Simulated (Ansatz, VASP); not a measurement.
**One calculation of BN, two programs**

```
B N
1.0
     2.50089    0.00000    0.00000
    -1.25044    2.16583    0.00000
     0.00000    0.00000    6.88719
B N
2 2
Cartesian
  0.0000 1.4439 1.7218
  1.2504 0.7219 5.1654
  0.0000 1.4439 5.1654
  1.2504 0.7219 1.7218
```

Alike in both runs: task electric field gradients; functional r2SCAN; k mesh 10 × 10 × 4; occupations gaussian, width 0.05 eV; no spin polarisation.

|  | VASP | Ansatz |
| --- | --- | --- |
| version | VASP 6.6.1 | Ansatz 0.2.0 |
| potentials or method | VASP PAW PBE potentials, release 64 (B, N), cutoff 520 eV | scalar-relativistic, plane waves, PAW |
| valence electrons in the cell | 16 | 16 |

```tsv
	VASP	Ansatz	Ansatz less VASP
gap on the k mesh at the Fermi level (eV)	4.91	4.88	-0.038
least direct gap on the mesh (eV)	5.41	5.36	-0.051
pressure (GPa)	0.4	0.0	-0.38
traceless stress, the component that is largest in VASP (GPa)	-0.66	0.00	+0.657
```

VASP's potentials were made for PBE, not for r2SCAN.
